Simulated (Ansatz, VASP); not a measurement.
## Be6N in VASP and in Ansatz

```
Be N
1.0
     4.12265    0.00000    0.00000
     0.00000    4.12265    0.00000
     0.00000    0.00000    4.12265
Be N
6 1
Direct
  0.50000 0.00000 0.00000
  0.00000 0.50000 0.00000
  0.00000 0.00000 0.50000
  0.00000 0.50000 0.50000
  0.50000 0.00000 0.50000
  0.50000 0.50000 0.00000
  0.50000 0.50000 0.50000
```

Alike in both runs: functional PBE; k mesh 10 × 10 × 10; occupations gaussian, width 0.1 eV; no spin polarisation.

Ansatz relaxed the structure, and its values are those at the end. VASP's run is a single point on that final structure, the one shown.

```csv
,VASP,Ansatz
version,VASP 6.6.1,Ansatz 0.2.0
potentials or method,"VASP PAW PBE potentials, release 64 (Be, N), cutoff 520 eV","scalar-relativistic, plane waves, PAW"
valence electrons in the cell,17,17
```

Ansatz gave:

| Quantity | Value |
| --- | --- |
| gap on the k mesh at the Fermi level (eV) | none |
| pressure (GPa) | 0.0 |

**Question.** What did VASP give for the same quantities?

**Answer.** gap on the k mesh at the Fermi level (eV): none; pressure (GPa): 0.1.

A gap of «none» marks a metal or a gap that the smearing closes.
